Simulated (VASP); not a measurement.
# PtS2 (P-3m1) in VASP: a series of runs

PtS2 is run at these levels: PBE+D3(BJ), PBE+D4; tasks: single point.

Program: VASP 6.6.1. These are calculated values, not measurements. Logs are shortened: lines on timing, memory, paths and dates and some standing lists are left out, and cuts for length are marked.

**1. The cell of the first run**

Symmetry: P-3m1, No. 164, trigonal system. Conventional cell: a = 3.583 Å, b = 3.583 Å, c = 4.660 Å, α = 90.00°, β = 90.00°, γ = 120.00°. Pt (site symmetry -3m) has 6 S at 2.39 Å within 3.2 Å. S (site symmetry 3m) has 3 Pt at 2.39 Å and 6 S at 3.06 to 3.18 Å within 3.2 Å.

**2. Single point, PBE+D3(BJ)**

Input file INCAR:

```
SYSTEM = PtS2
PREC = Accurate
ENCUT = 500
EDIFF = 1E-6
ISMEAR = -1
SIGMA = 0.02
LREAL = .False.
LASPH = .True.
NELM = 120
ALGO = Normal
ISIF = 2
LWAVE = .False.
LCHARG = .False.
GGA = PE
IVDW = 12
NBANDS = 18
GGA_COMPAT = .False.
```

Input file KPOINTS:

```
Automatic mesh
0
Gamma
  12 12 4
  0 0 0
```

Input file POSCAR:

```
PtS2
1.0
    3.5834054633      0.0000000000      0.0000000000
   -1.7917027317      3.1033201632      0.0000000000
    0.0000000000      0.0000000000      4.6603561620
Pt S
1 2
Direct
    0.0000000000      0.0000000000      0.0000000000
    0.6666666667      0.3333333333      0.7412158372
    0.3333333333      0.6666666667      0.2587841628
```

Potentials or basis: VASP PAW PBE potentials, release 64 (Pt, S).

On the command line:

```console
$ cat potpaw_PBE.64/Pt/POTCAR potpaw_PBE.64/S/POTCAR > POTCAR
$ mpirun -np 1 vasp_std > vasp.out
```

OUTCAR:

```text
SYSTEM = PtS2
   PREC = Accurate
   ENCUT = 500
   EDIFF = 1E-6
   ISMEAR = -1
   LREAL = .False.
   LASPH = .True.
   NELM = 120
   ISIF = 2
   GGA = PE
   IVDW = 12
 IVDW          = 12

 ion  position               nearest neighbor table
   1  0.000  0.000  0.000-   2 2.39   3 2.39   3 2.39   2 2.39   2 2.39   3 2.39
   2  0.667  0.333  0.741-   1 2.39   1 2.39   1 2.39
   3  0.333  0.667  0.259-   1 2.39   1 2.39   1 2.39

  LATTYP: Found a hexagonal cell.
 ALAT       =     3.5834054633
 C/A-ratio  =     1.3005383314

  Lattice vectors:

 A1 = (   3.5834054633,   0.0000000000,   0.0000000000)
 A2 = (  -1.7917027317,   3.1033201632,   0.0000000000)
 A3 = (   0.0000000000,   0.0000000000,   4.6603561620)

Analysis of symmetry for initial positions (statically):
=====================================================================
 Subroutine PRICEL returns:
 Original cell was already a primitive cell.

 Routine SETGRP: Setting up the symmetry group for a
 hexagonal supercell.

 Subroutine GETGRP returns: Found 12 space group operations
 (whereof 12 operations were pure point group operations)
 out of a pool of 24 trial point group operations.

The static configuration has the point symmetry D_3d.

Analysis of symmetry for dynamics (positions and initial velocities):
=====================================================================
 Subroutine PRICEL returns:
 Original cell was already a primitive cell.

 Routine SETGRP: Setting up the symmetry group for a
 hexagonal supercell.

 Subroutine GETGRP returns: Found 12 space group operations
 (whereof 12 operations were pure point group operations)
 out of a pool of 24 trial point group operations.

The dynamic configuration has the point symmetry D_3d.

 Subroutine INISYM returns: Found 12 space group operations
 (whereof 12 operations are pure point group operations),
 and found     1 'primitive' translations

----------------------------------------------------------------------------------------

                                     Primitive cell

  volume of cell :      51.8253

  direct lattice vectors                    reciprocal lattice vectors
     3.583405463  0.000000000  0.000000000     0.279064150  0.161117762  0.000000000
    -1.791702732  3.103320163  0.000000000     0.000000000  0.322235524  0.000000000
     0.000000000  0.000000000  4.660356162     0.000000000  0.000000000  0.214575875

  length of vectors
     3.583405463  3.583405463  4.660356162     0.322235524  0.322235524  0.214575875

[... 83 lines left out ...]
   LREAL  =      F    real-space projection
   EDIFFG = 0.1E-04   stopping-criterion for IOM
   NSW    =      0    number of steps for IOM
   IBRION =     -1    ionic relax: 0-MD 1-quasi-New 2-CG
   NFREE  =      0    steps in history (QN), initial steepest desc. (CG)
   ISIF   =      2    stress and relaxation
   ISYM   =      2    0-nonsym 1-usesym 2-fastsym
   POTIM  = 0.5000    time-step for ionic-motion
   TEBEG  =    0.0;   TEEND  =   0.0 temperature during run
   PSTRESS=    0.0 pullay stress
   NELECT =      22.0000    total number of electrons
   NUPDOWN=      -1.0000    fix difference up-down
   EMIN   =  10.00;   EMAX   =-10.00  energy-range for DOS
   EFERMI =   0.00;   METHOD = LEGACY
   ISMEAR =    -1;   SIGMA  =   0.02  broadening in eV -4-tet -1-fermi 0-gaus
   EFERMI_NEDOS =   21; number of points for ismear=-14 and -15
   IALGO  =     38    algorithm
   IMIX   =      4    mixing-type and parameters
     AMIX     =   0.40;   BMIX     =  1.00
     AMIX_MAG =   1.60;   BMIX_MAG =  1.00
  volume/ion in A,a.u.               =      17.28       116.58
  Fermi-wavevector in a.u.,A,eV,Ry     =   1.230368  2.325059 20.596587  1.513806
  Thomas-Fermi vector in A             =   2.365220
   LORBIT       =      0    0 simple, 1 ext, 2 COOP (PROOUT), +10 PAW based schemes
   GGA     = PE    functional components
   LHFCALC =     F    Hartree Fock is set to
   AEXX    =    0.0000 exact exchange contribution
   IVDW    =    12    specifies the selected vdW correction
   LEPSILON=     F    determine dielectric tensor
   LRPA    =     F    only Hartree local field effects (RPA)
 non-spin polarized calculation
  energy-cutoff  :      500.00
  volume of cell :       51.83
 maximum number of plane-waves:      1348
 NGX is ok and might be reduce to    28
   NGX = 13   NGY = 13   NGZ = 17

 number of electron      21.9999997 magnetization

 Free energy of the ion-electron system (eV)
  ---------------------------------------------------
  ext. energy  EPLUGINS =         0.00000000
  ---------------------------------------------------
  free energy    TOTEN  =       -15.31478631 eV

  energy without entropy =      -15.31460439  energy(sigma->0) =      -15.31469535

 E-fermi :   8.0167     XC(G=0): -11.0462

 val. band max:        8.0117521445   @ k =   0.0000   0.0000   0.0000
 cond. band min:       8.0771391027   @ k =   0.0000   0.3333   0.2500
 fundamental gap:      0.0653869582
 Fermi energy:         8.0166924317

 k-point     1 :       0.0000    0.0000    0.0000
  band No.  band energies     occupation
      1      -7.9884      2.00000
      2      -4.5596      2.00000
      3       0.3397      2.00000
      4       0.8917      2.00000
      5       0.8917      2.00000
      6       3.7337      2.00000
[... 481 lines left out ...]
      5       1.9422      2.00000
      6       2.9240      2.00000
[... 10 lines left out ...]
     17      16.5587      0.00000
     18      16.9654      0.00000

 [... further k-points ...]

------------------------ aborting loop because EDIFF is reached ----------------------------------------

 Edisp (eV)   -1.35474

 E8    (eV) :    -0.5439

  FORCE on cell =-STRESS in cart. coord.  units (eV):
  Direction    XX          YY          ZZ          XY          YZ          ZX
  --------------------------------------------------------------------------------------
  -------------------------------------------------------------------------------------
  Total      -0.16605    -0.16605    -0.09866     0.00000    -0.00000    -0.00000
  in kB      -5.13346    -5.13346    -3.05019     0.00000    -0.00000    -0.00000
  external pressure =       -4.44 kB  Pullay stress =        0.00 kB

 VOLUME and BASIS-vectors are now :
 -----------------------------------------------------------------------------
  energy-cutoff  :      500.00
  volume of cell :       51.83
      direct lattice vectors                 reciprocal lattice vectors
     3.583405463  0.000000000  0.000000000     0.279064150  0.161117762  0.000000000
    -1.791702732  3.103320163  0.000000000     0.000000000  0.322235524  0.000000000
     0.000000000  0.000000000  4.660356162     0.000000000  0.000000000  0.214575875

 POSITION                                       TOTAL-FORCE (eV/Angst)
 -----------------------------------------------------------------------------------
      0.00000      0.00000      0.00000        -0.000000      0.000000     -0.000000
      1.79170      1.03444      3.45433         0.000000      0.000000      0.039754
     -0.00000      2.06888      1.20603        -0.000000     -0.000000     -0.039754
 -----------------------------------------------------------------------------------
    total drift:                               -0.000000      0.000000     -0.000000

  FREE ENERGIE OF THE ION-ELECTRON SYSTEM (eV)
  ---------------------------------------------------
  free  energy   TOTEN  =       -16.6695302071 eV

  energy  without entropy=      -16.6693482860  energy(sigma->0) =      -16.66943925
```

It took 20 s on 1 thread of Intel Xeon 6975P-C (Granite Rapids), shared host; peak memory 0.22 GiB.

What came out:

- Free energy: -16.6695 eV
- Pressure: -0.4 GPa
- Largest force: 0.040 eV/Å
- Band gap on the k mesh: 0.07 eV, indirect (least direct gap 0.69 eV)
- Dispersion energy per atom: -0.452 eV

Forces on the atoms (eV/Å):
```
Pt   0.000  0.000  0.000
S    0.000  0.000  0.040
S    0.000  0.000 -0.040
```

Stress tensor (GPa, compression positive):
```
-0.51  0.00  0.00
 0.00 -0.51  0.00
 0.00  0.00 -0.31
```

Levels at points of the mesh, in eV from the valence-band top:
```
           k point  band 9  band 10  band 11  band 12  band 13  band 14
(0.00, 0.00, 0.00)   -1.64    -1.64     0.00     1.11     1.11     3.57
(0.50, 0.00, 0.00)   -3.63    -3.55    -3.01     0.71     2.25     5.21
(0.00, 0.00, 0.50)   -2.18    -2.18    -1.59     2.20     2.20     5.25
(0.50, 0.00, 0.50)   -3.29    -3.22    -1.59     0.72     1.59     4.83
```

Caveat: spin-orbit coupling is left out, which moves the levels of the heavy elements. A k mesh can miss the band edges.

**3. Single point, PBE+D4**

This run uses another cell than the first one, of 17.37 Å³/atom, 1.006 times its volume.

Input file INCAR:

```
SYSTEM = PtS2
PREC = Accurate
ENCUT = 500
EDIFF = 1E-6
ISMEAR = -1
SIGMA = 0.02
LREAL = .FALSE.
LASPH = .TRUE.
NELM = 120
ALGO = Normal
ISIF = 2
LWAVE = .FALSE.
LCHARG = .TRUE.
GGA = PE
IVDW = 13
LELF = .TRUE.
LVHAR = .TRUE.
NBANDS = 18
GGA_COMPAT = .FALSE.
```

Input file KPOINTS:

```
Automatic mesh
0
G
  12 12 6
  0 0 0
```

Input file POSCAR:

```
PtS2
1.0
    3.5839736637      0.0000000000      0.0000000000
   -1.7919868319      3.1038122393      0.0000000000
    0.0000000000      0.0000000000      4.6847516637
Pt S
1 2
Direct
    0.0000000000      0.0000000000      0.0000000000
    0.6666666667      0.3333333333      0.7422720456
    0.3333333333      0.6666666667      0.2577279544
```

Potentials or basis: VASP PAW PBE potentials, release 64 (Pt, S).

On the command line:

```console
$ cat potpaw_PBE.64/Pt/POTCAR potpaw_PBE.64/S/POTCAR > POTCAR
$ mpirun -np 1 vasp_std > vasp.out
```

Run time: 32 s. Hardware: 1 thread of Intel Xeon 6975P-C (Granite Rapids), shared host; peak memory 0.23 GiB.

It converged, with:

| Quantity | Value |
| --- | --- |
| Free energy | -16.7107 eV |
| Pressure | -0.5 GPa |
| Largest force | 0.040 eV/Å |
| Band gap on the k mesh | 0.12 eV, indirect (least direct gap 0.93 eV) |
| Dispersion energy per atom | -0.462 eV |

Forces in eV/Å, atoms in the order of the input:
```
Pt   0.000  0.000  0.000
S    0.000  0.000  0.040
S    0.000  0.000 -0.040
```

Stress tensor (GPa, compression positive):
```
-0.54  0.00  0.00
 0.00 -0.54  0.00
 0.00  0.00 -0.30
```

Levels at points of the mesh, in eV from the valence-band top:
| k point | band 8 | band 9 | band 10 | band 11 | band 12 | band 13 | band 14 | band 15 |
| --- | --- | --- | --- | --- | --- | --- | --- | --- |
| (0.00, 0.00, 0.00) | -2.50 | -1.61 | -1.61 | 0.00 | 1.16 | 1.16 | 3.64 | 4.97 |
| (0.50, 0.00, 0.00) | -4.04 | -3.60 | -3.51 | -2.97 | 0.75 | 2.26 | 5.21 | 6.27 |
| (0.00, 0.00, 0.50) | -3.28 | -2.12 | -2.12 | -1.56 | 2.22 | 2.22 | 5.27 | 6.78 |
| (0.50, 0.00, 0.50) | -3.62 | -3.25 | -3.20 | -1.58 | 0.77 | 1.61 | 4.87 | 5.03 |

Caveat: spin-orbit coupling is left out, which moves the levels of the heavy elements. A k mesh can miss the band edges.
